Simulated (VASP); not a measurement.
Here is a VASP 6.6.1 calculation.

Contents of INCAR:

```
PREC = Accurate
ENCUT = 520
EDIFF = 1E-6
ISMEAR = -1
SIGMA = 0.13605693000000002
LREAL = F
LASPH = T
NELM = 60
ALGO = Normal
ISIF = 2
LWAVE = F
LCHARG = F
GGA = PE
NBANDS = 10
```

KPOINTS

```
regular mesh
0
Gamma
  10 10 10
```

The input POSCAR:

```
I
1.0
    3.4765783076      0.0000000000      0.0000000000
    0.0000000000      3.4765783076      0.0000000000
    0.0000000000      0.0000000000      3.4765783076
I
1
Direct
    0.0000000000      0.0000000000      0.0000000000
```

Potentials or basis: VASP PAW PBE potentials, release 64 (I).

Launch:

```console
$ cat potpaw_PBE.64/I/POTCAR > POTCAR
$ mpirun -np 1 vasp_std > vasp.out
```

Task: What does it give for the pressure?

Result: 0.0 GPa.

Caveat: an odd number of electrons without spin polarisation forces a metal; a magnetic or distorted state may lie lower.
